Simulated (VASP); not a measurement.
# ReBi in VASP: a series of runs

ReBi is run at these levels: PBE, r2SCAN; tasks: single point.

Everything below comes from runs of VASP 6.6.1. Logs are shortened: lines on timing, memory, paths and dates and some standing lists are left out, and cuts for length are marked.

## (1) The cell of the first run

The structure is cubic, space group F-43m (No. 216). The conventional cell has a = 6.420 Å, b = 6.420 Å, c = 6.420 Å, α = 90.00°, β = 90.00°, γ = 90.00°. Re (site symmetry -43m) has 4 Bi at 2.78 Å within 3.7 Å. Bi (site symmetry -43m) has 4 Re at 2.78 Å within 3.7 Å.

## (2) Single point, PBE (33.08 Å³/atom)

INCAR reads:

```
  PREC = Accurate
  ENCUT = 520
  EDIFF = 1E-7
  ISMEAR = 0
  SIGMA = 0.05
  LREAL = False
  LASPH = True
  NELM = 80
  ALGO = Normal
  ISIF = 2
  LWAVE = False
  LCHARG = False
  GGA = PE
  NBANDS = 18
```

KPOINTS reads:

```
regular mesh
0
Gamma
  10 10 10
```

POSCAR reads:

```
ReBi
1.0
    0.0000000000      3.2101414544      3.2101414544
    3.2101414544      0.0000000000      3.2101414544
    3.2101414544      3.2101414544      0.0000000000
Re Bi
1 1
Direct
    0.0000000000      0.0000000000      0.0000000000
    0.2500000000      0.2500000000      0.2500000000
```

Potentials or basis: VASP PAW PBE potentials, release 64 (Re, Bi_d).

The run is started by

```
> cat potpaw_PBE.64/Re/POTCAR potpaw_PBE.64/Bi_d/POTCAR > POTCAR
> mpirun -np 1 vasp_std > vasp.out
```

OUTCAR:

```text
PREC = Accurate
   ENCUT = 520
   EDIFF = 1E-7
   ISMEAR = 0
   LREAL = False
   LASPH = True
   NELM = 80
   ISIF = 2
   GGA = PE

 ion  position               nearest neighbor table
   1  0.000  0.000  0.000-   2 2.78   2 2.78   2 2.78   2 2.78
   2  0.250  0.250  0.250-   1 2.78   1 2.78   1 2.78   1 2.78

  LATTYP: Found a face centered cubic cell.
 ALAT       =     6.4202829088

  Lattice vectors:

 A1 = (   0.0000000000,   3.2101414544,   3.2101414544)
 A2 = (   3.2101414544,   0.0000000000,   3.2101414544)
 A3 = (   3.2101414544,   3.2101414544,   0.0000000000)

Analysis of symmetry for initial positions (statically):
=====================================================================
 Subroutine PRICEL returns:
 Original cell was already a primitive cell.

 Routine SETGRP: Setting up the symmetry group for a
 face centered cubic supercell.

 Subroutine GETGRP returns: Found 24 space group operations
 (whereof 24 operations were pure point group operations)
 out of a pool of 48 trial point group operations.

The static configuration has the point symmetry T_d .

Analysis of symmetry for dynamics (positions and initial velocities):
=====================================================================
 Subroutine PRICEL returns:
 Original cell was already a primitive cell.

 Routine SETGRP: Setting up the symmetry group for a
 face centered cubic supercell.

 Subroutine GETGRP returns: Found 24 space group operations
 (whereof 24 operations were pure point group operations)
 out of a pool of 48 trial point group operations.

The dynamic configuration has the point symmetry T_d .

 Subroutine INISYM returns: Found 24 space group operations
 (whereof 24 operations are pure point group operations),
 and found     1 'primitive' translations

----------------------------------------------------------------------------------------

                                     Primitive cell

  volume of cell :      66.1611

  direct lattice vectors                    reciprocal lattice vectors
     0.000000000  3.210141454  3.210141454    -0.155756376  0.155756376  0.155756376
     3.210141454  0.000000000  3.210141454     0.155756376 -0.155756376  0.155756376
     3.210141454  3.210141454  0.000000000     0.155756376  0.155756376 -0.155756376

  length of vectors
     4.539825582  4.539825582  4.539825582     0.269777957  0.269777957  0.269777957

  position of ions in fractional coordinates (direct lattice)
     0.000000000  0.000000000  0.000000000
     0.250000000  0.250000000  0.250000000

  ion indices of the primitive-cell ions
   primitive index   ion index
                 1           1
                 2           2

----------------------------------------------------------------------------------------

 KPOINTS: regular mesh

Automatic generation of k-mesh.
 Grid dimensions read from file:
 generate k-points for:   10   10   10

 Generating k-lattice:

  Cartesian coordinates                     Fractional coordinates (reciprocal lattice)
    -0.015575638  0.015575638  0.015575638     0.100000000  0.000000000  0.000000000
     0.015575638 -0.015575638  0.015575638     0.000000000  0.100000000  0.000000000
     0.015575638  0.015575638 -0.015575638     0.000000000  0.000000000  0.100000000

  Length of vectors
     0.026977796  0.026977796  0.026977796

  Shift w.r.t. Gamma in fractional coordinates (k-lattice)
     0.000000000  0.000000000  0.000000000

 Subroutine IBZKPT returns following result:
 ===========================================

 Found     47 irreducible k-points:

 Following reciprocal coordinates:
            Coordinates               Weight
  0.000000  0.000000  0.000000      1.000000
  0.100000  0.000000  0.000000      8.000000
  0.200000  0.000000  0.000000      8.000000
  0.300000  0.000000  0.000000      8.000000
  0.400000  0.000000  0.000000      8.000000
  0.500000  0.000000  0.000000      4.000000
[... 16 lines left out ...]
  0.300000  0.300000  0.000000      6.000000
  0.400000  0.300000  0.000000     24.000000
 [... further k-points ...]
   k-points           NKPTS =     47   k-points in BZ     NKDIM =     47   number of bands    NBANDS=     18
   number of dos      NEDOS =    301   number of ions     NIONS =      2
   total plane-waves  NPLWV =  46656
   dimension x,y,z NGX =    36 NGY =   36 NGZ =   36
   dimension x,y,z NGXF=    72 NGYF=   72 NGZF=   72
   ions per type =               1   1
   NGX,Y,Z   is equivalent  to a cutoff of  13.18, 13.18, 13.18 a.u.
   NGXF,Y,Z  is equivalent  to a cutoff of  26.37, 26.37, 26.37 a.u.
 SYSTEM =  unknown system
   PREC   = accura    normal or accurate (medium, high low for compatibility)
   ISTART =      0    job   : 0-new  1-cont  2-samecut
   ICHARG =      2    charge: 1-file 2-atom 10-const
   ISPIN  =      1    spin polarized calculation?
   LNONCOLLINEAR =      F non collinear calculations
   LSORBIT =      F    spin-orbit coupling
[... 92 lines left out ...]
     17      10.9468      0.00000
     18      10.9468      0.00000

 k-point     4 :       0.3000    0.0000    0.0000
  band No.  band energies     occupation
      1     -18.4702      2.00000
      2     -18.4635      2.00000
      3     -18.4635      2.00000
      4     -18.4299      2.00000
      5     -18.4299      2.00000
      6      -7.0875      2.00000
[... 10 lines left out ...]
     17      11.3730      0.00000
     18      11.3733      0.00000

 k-point     5 :       0.4000    0.0000    0.0000
  band No.  band energies     occupation
      1     -18.4725      2.00000
      2     -18.4631      2.00000
      3     -18.4631      2.00000
      4     -18.4293      2.00000
      5     -18.4293      2.00000
      6      -6.8897      2.00000
[... 10 lines left out ...]
     17      11.5949      0.00000
     18      11.5949      0.00000

 k-point     6 :       0.5000    0.0000    0.0000
  band No.  band energies     occupation
      1     -18.4734      2.00000
      2     -18.4629      2.00000
      3     -18.4629      2.00000
      4     -18.4291      2.00000
      5     -18.4291      2.00000
      6      -6.8095      2.00000
[... 10 lines left out ...]
     17      11.6567      0.00000
     18      11.6567      0.00000

 k-point     7 :       0.1000    0.1000    0.0000
  band No.  band energies     occupation
      1     -18.4659      2.00000
      2     -18.4639      2.00000
      3     -18.4639      2.00000
      4     -18.4318      2.00000
      5     -18.4311      2.00000
      6      -7.4595      2.00000
[... 10 lines left out ...]
     17      10.8360      0.00000
     18      10.8360      0.00000

 k-point     8 :       0.2000    0.1000    0.0000
  band No.  band energies     occupation
      1     -18.4678      2.00000
      2     -18.4638      2.00000
      3     -18.4635      2.00000
      4     -18.4316      2.00000
      5     -18.4301      2.00000
      6      -7.3265      2.00000
[... 10 lines left out ...]
     17      11.0579      0.00000
     18      11.3619      0.00000
[... 229 lines left out ...]
     17      11.9751      0.00000
     18      12.5451      0.00000

 k-point    20 :      -0.4000    0.2000    0.0000
  band No.  band energies     occupation
      1     -18.4717      2.00000
      2     -18.4660      2.00000
      3     -18.4626      2.00000
      4     -18.4295      2.00000
      5     -18.4277      2.00000
      6      -6.7088      2.00000
[... 10 lines left out ...]
     17      12.2978      0.00000
     18      12.9358      0.00000

 k-point    21 :      -0.3000    0.2000    0.0000
  band No.  band energies     occupation
      1     -18.4706      2.00000
      2     -18.4657      2.00000
      3     -18.4633      2.00000
      4     -18.4291      2.00000
      5     -18.4287      2.00000
      6      -6.8215      2.00000
[... 10 lines left out ...]
     17      11.9488      0.00000
     18      12.1388      0.00000

 k-point    22 :      -0.2000    0.2000    0.0000
  band No.  band energies     occupation
      1     -18.4697      2.00000
      2     -18.4644      2.00000
      3     -18.4639      2.00000
      4     -18.4298      2.00000
      5     -18.4292      2.00000
      6      -7.0097      2.00000
[... 10 lines left out ...]
     17      11.4347      0.00000
     18      11.4607      0.00000

 k-point    23 :       0.3000    0.3000    0.0000
  band No.  band energies     occupation
      1     -18.4749      2.00000
      2     -18.4618      2.00000
      3     -18.4618      2.00000
      4     -18.4325      2.00000
      5     -18.4263      2.00000
      6      -6.9303      2.00000
[... 10 lines left out ...]
     17      12.9508      0.00000
     18      13.2343      0.00000

 k-point    24 :       0.4000    0.3000    0.0000
  band No.  band energies     occupation
      1     -18.4763      2.00000
      2     -18.4620      2.00000
      3     -18.4613      2.00000
      4     -18.4324      2.00000
      5     -18.4254      2.00000
      6      -6.7710      2.00000
[... 10 lines left out ...]
     17      12.6095      0.00000
     18      13.6406      0.00000

 [... further k-points ...]

------------------------ aborting loop because EDIFF is reached ----------------------------------------

  FORCE on cell =-STRESS in cart. coord.  units (eV):
  Direction    XX          YY          ZZ          XY          YZ          ZX
  --------------------------------------------------------------------------------------
  -------------------------------------------------------------------------------------
  Total       -2.5634115     -2.5634115     -2.5634115      0.0000000      0.0000000      0.0000000
  in kB      -62.0763842    -62.0763842    -62.0763842      0.0000000      0.0000000      0.0000000
  external PRESSURE =     -62.0763842 kB  Pullay stress =       0.0000000 kB

 VOLUME and BASIS-vectors are now :
 -----------------------------------------------------------------------------
  energy-cutoff  :      520.00
  volume of cell :       66.16
      direct lattice vectors                 reciprocal lattice vectors
     0.000000000  3.210141454  3.210141454    -0.155756376  0.155756376  0.155756376
     3.210141454  0.000000000  3.210141454     0.155756376 -0.155756376  0.155756376
     3.210141454  3.210141454  0.000000000     0.155756376  0.155756376 -0.155756376

 POSITION                                       TOTAL-FORCE (eV/Angst)
 -----------------------------------------------------------------------------------
      0.00000      0.00000      0.00000         0.000000      0.000000      0.000000
      1.60507      1.60507      1.60507        -0.000000     -0.000000     -0.000000
 -----------------------------------------------------------------------------------
    total drift:                                0.000000      0.000000      0.000000

  FREE ENERGIE OF THE ION-ELECTRON SYSTEM (eV)
  ---------------------------------------------------
  free  energy   TOTEN  =       -12.1640801266 eV

  energy  without entropy=      -12.1569024476  energy(sigma->0) =      -12.16049129
```

Wall time 32 s (1 thread of AMD EPYC 9R45 (Zen 5), shared host); peak memory 0.21 GiB.

Results:

```yaml
Free_energy: -12.1641 eV
Pressure: -6.2 GPa
Band_gap_on_the_k_mesh: zero (bands 11 and 12 overlap by 0.04 eV)
```

Caveat: the cell stands under tension; spin-orbit coupling is left out, which moves the levels of the heavy elements.

## (3) Single point, r2SCAN

This run uses another cell than the first one, of 30.07 Å³/atom.

POSCAR reads:

```
ReBi
1.0
    0.0000000000      3.1097581038      3.1097581038
    3.1097581038      0.0000000000      3.1097581038
    3.1097581038      3.1097581038      0.0000000000
Re Bi
1 1
Direct
    0.0000000000      0.0000000000      0.0000000000
    0.2500000000      0.2500000000      0.2500000000
```

INCAR.step1 reads:

```
SYSTEM = ReBi
PREC     = Accurate       ! precision mode
ENCUT    = 520            ! plane-wave cutoff, eV
ISMEAR   = 0              ! smearing method
SIGMA    = 0.05           ! smearing width, eV
LREAL    = .FALSE.        ! projectors in reciprocal space
LASPH    = .TRUE.         ! aspherical terms in the spheres
NELM     = 60             ! most SCF steps
NBANDS   = 18             ! bands
GGA      = PE             ! functional
ALGO     = Normal         ! electronic algorithm
EDIFF    = 1E-4           ! SCF threshold, eV
LWAVE    = .TRUE.         ! write WAVECAR
LCHARG   = .FALSE.        ! write CHGCAR
```

INCAR.step2 reads:

```
SYSTEM = ReBi
PREC     = Accurate       ! precision mode
ENCUT    = 520            ! plane-wave cutoff, eV
EDIFF    = 1E-6           ! SCF threshold, eV
ISMEAR   = 0              ! smearing method
SIGMA    = 0.05           ! smearing width, eV
LREAL    = .FALSE.        ! projectors in reciprocal space
LASPH    = .TRUE.         ! aspherical terms in the spheres
NELM     = 60             ! most SCF steps
ALGO     = Normal         ! electronic algorithm
ISIF     = 2              ! what is computed and relaxed
LWAVE    = .FALSE.        ! write WAVECAR
LCHARG   = .TRUE.         ! write CHGCAR
METAGGA  = R2SCAN         ! meta-GGA
LMIXTAU  = .TRUE.       
LELF     = .TRUE.         ! ELF
LVHAR    = .TRUE.       
NBANDS   = 18             ! bands
ISTART   = 1
```

KPOINTS reads:

```
Automatic mesh
0
G
  10 10 10
  0 0 0
```

Potentials or basis: VASP PAW PBE potentials, release 64 (Re, Bi_d).

The run is started by

```
> cat potpaw_PBE.64/Re/POTCAR potpaw_PBE.64/Bi_d/POTCAR > POTCAR
> cp INCAR.step1 INCAR
> mpirun -np 1 vasp_std > vasp.out
> cp INCAR.step2 INCAR
> mpirun -np 1 vasp_std > vasp.out
```

Wall time 2.2 min (1 thread of AMD EPYC 9R45 (Zen 5), shared host); peak memory 0.21 GiB.

Results (log left out):

| Quantity | Value |
| --- | --- |
| Free energy | -106.8791 eV |
| Pressure | -1.8 GPa |
| Band gap on the k mesh | zero (filled and empty bands touch) |

Levels at points of the mesh, in eV from the Fermi level:
```
           k point  band 7  band 8  band 9  band 10  band 11  band 12  band 13  band 14  band 15  band 16
(0.00, 0.00, 0.00)   -2.62   -2.62   -2.62    -0.23    -0.23     2.76     6.09     6.09     6.09     7.30
(0.50, 0.00, 0.00)   -4.09   -2.33   -2.33    -0.05    -0.05     0.13     3.40     3.40     4.46     8.77
(0.50, 0.50, 0.00)   -4.51   -1.54   -1.54    -0.53    -0.11    -0.04     1.09     1.09     5.97     6.53
```

Caveat: the PAW data sets were made with another functional, which shifts forces and pressure a little; spin-orbit coupling is left out, which moves the levels of the heavy elements.

## (4) Single point, PBE (atoms moved at random and the cell strained at random)

INCAR reads:

```
SYSTEM = ReBi
PREC = Accurate
ENCUT = 520
EDIFF = 1E-6
ISMEAR = 0
SIGMA = 0.05
LREAL = .False.
LASPH = .True.
NELM = 80
ALGO = Fast
ISIF = 2
LWAVE = .False.
LCHARG = .False.
GGA = PE
NBANDS = 18
```

KPOINTS reads:

```
regular mesh
0
Gamma
  10 10 10
  0 0 0
```

POSCAR reads:

```
ReBi
1.0
    0.0252373999      3.1539514574      3.0401652900
    3.1062955571      0.0131876502      3.0522150397
    3.1045384516      3.1642441015      0.0149447557
Re Bi
1 1
Direct
    0.0035368959     -0.0111837520      0.0066800556
    0.2464631041      0.2611837520      0.2433199444
```

The run is started by

```
> cat potpaw_PBE.64/Re/POTCAR potpaw_PBE.64/Bi_d/POTCAR > POTCAR
> mpirun -np 1 vasp_std > vasp.out
```

Run time: 6.3 min. Hardware: 1 thread of AMD EPYC 9R45 (Zen 5), shared host; peak memory 0.62 GiB.

The run converged. Its results:

| Property | Result |
| --- | --- |
| Free energy | -12.2548 eV |
| Pressure | 1.4 GPa |
| Largest force | 0.879 eV/Å |
| Band gap on the k mesh | zero (bands 11 and 12 overlap by 0.08 eV) |

Forces on the atoms (eV/Å):
```
Re   0.390 -0.481  0.624
Bi  -0.390  0.481 -0.624
```

Stress tensor (GPa, compression positive):
```
 1.28 -2.67  2.80
-2.67  1.69 -1.57
 2.80 -1.57  1.18
```

Levels at points of the mesh, in eV from the Fermi level:
```tsv
k point	band 8	band 9	band 10	band 11	band 12	band 13	band 14	band 15
(0.00, 0.00, 0.00)	-2.57	-2.48	-0.25	-0.14	2.37	5.63	5.76	5.96
(0.50, 0.00, 0.00)	-2.41	-2.21	-0.15	-0.03	0.06	3.20	3.30	4.02
(0.00, 0.50, 0.00)	-2.21	-2.07	-0.13	-0.08	-0.06	2.87	3.17	4.22
(0.50, 0.50, 0.00)	-1.63	-1.47	-0.66	-0.11	-0.01	0.80	0.98	5.59
(0.00, 0.00, 0.50)	-2.41	-2.27	-0.11	-0.04	0.07	3.19	3.43	4.07
(0.50, 0.00, 0.50)	-1.52	-1.27	-0.77	-0.15	0.00	0.90	1.01	5.79
(0.00, 0.50, 0.50)	-1.58	-1.39	-0.71	-0.15	0.02	0.85	1.00	5.69
(0.50, 0.50, 0.50)	-2.30	-2.25	-0.11	-0.03	0.00	2.98	3.51	4.21
```

Caveat: the cell differs from its parent crystal (atoms moved at random and the cell strained at random); spin-orbit coupling is left out, which moves the levels of the heavy elements.

## (5) Single point, PBE, non-collinear spin, zero start, spin-orbit coupling

This run uses another cell than the first one, of 30.07 Å³/atom.

INCAR reads:

```
PREC     = Accurate       # precision mode
ENCUT    = 520            # plane-wave cutoff, eV
EDIFF    = 1E-7           # SCF threshold, eV
ISMEAR   = 0              # smearing method
SIGMA    = 0.05           # smearing width, eV
LREAL    = F              # projectors in reciprocal space
LASPH    = T              # aspherical terms in the spheres
NELM     = 150            # most SCF steps
ALGO     = Normal         # electronic algorithm
ISIF     = 2              # what is computed and relaxed
LWAVE    = F              # write WAVECAR
LCHARG   = F              # write CHGCAR
MAGMOM   = 0 0 0 0 0 0    # initial moments
LORBIT   = 11             # projections on sites
LSORBIT  = T              # spin-orbit coupling
GGA_COMPAT= F            
LORBMOM  = T            
LMAXMIX  = 4              # l up to which the mixer works
GGA      = PE             # functional
NBANDS   = 34             # bands
```

KPOINTS reads:

```
Automatic mesh
0
Gamma
  10 10 10
```

POSCAR reads:

```
ReBi
1.0
    0.0000000000      3.1097581038      3.1097581038
    3.1097581038      0.0000000000      3.1097581038
    3.1097581038      3.1097581038      0.0000000000
Re Bi
1 1
Direct
    0.0000000000      0.0000000000      0.0000000000
    0.2500000000      0.2500000000      0.2500000000
```

The run is started by

```
> cat potpaw_PBE.64/Re/POTCAR potpaw_PBE.64/Bi_d/POTCAR > POTCAR
> mpirun -np 1 vasp_ncl > vasp.out
```

It took 4.6 min on 1 thread of AMD EPYC 9R45 (Zen 5), shared host; peak memory 0.47 GiB.

The run converged. Its results:

| Item | Value |
| --- | --- |
| Free energy | -13.4477 eV |
| Pressure | 0.6 GPa |
| Net moment | 0.00 μB per cell |
| Valence electrons inside the program's atomic spheres | Re 5.67; Bi 13.04 |

Moments on the atoms (μB; x, y, z):
```
Re  0.00 0.00 0.00
Bi  0.00 0.00 0.00
```

## (6) The runs side by side

```csv
level,spin,cell,gap on the mesh (eV),pressure (GPa)
PBE,off,"a = 4.540 Å, angles 60.0°, 2 atoms, atomic positions A",none,-6.2
r2SCAN,off,"a = 4.398 Å, angles 60.0°, 2 atoms, atomic positions A",none,-1.8
PBE,off,"a = 4.381, b = 4.355, c = 4.433 Å, angles 59.7, 58.6, 60.5°, 2 atoms, atomic positions B",none,1.4
PBE,"non-collinear, zero start, SOC","a = 4.398 Å, angles 60.0°, 2 atoms, atomic positions A",-,0.6
```

Alike in all rows: task single point; potentials or basis VASP PAW PBE potentials, release 64 (Re, Bi_d); k mesh 10 × 10 × 10; cutoff (eV) 520; smearing gaussian 0.05 eV.

Caveats: spin-orbit coupling is left out, which moves the levels of the heavy elements (at least some runs); the cell stands under tension (at least some runs); the PAW data sets were made with another functional, which shifts forces and pressure a little (at least some runs).

Total energies depend on the potentials used, so only differences within one code and one set of settings carry meaning.
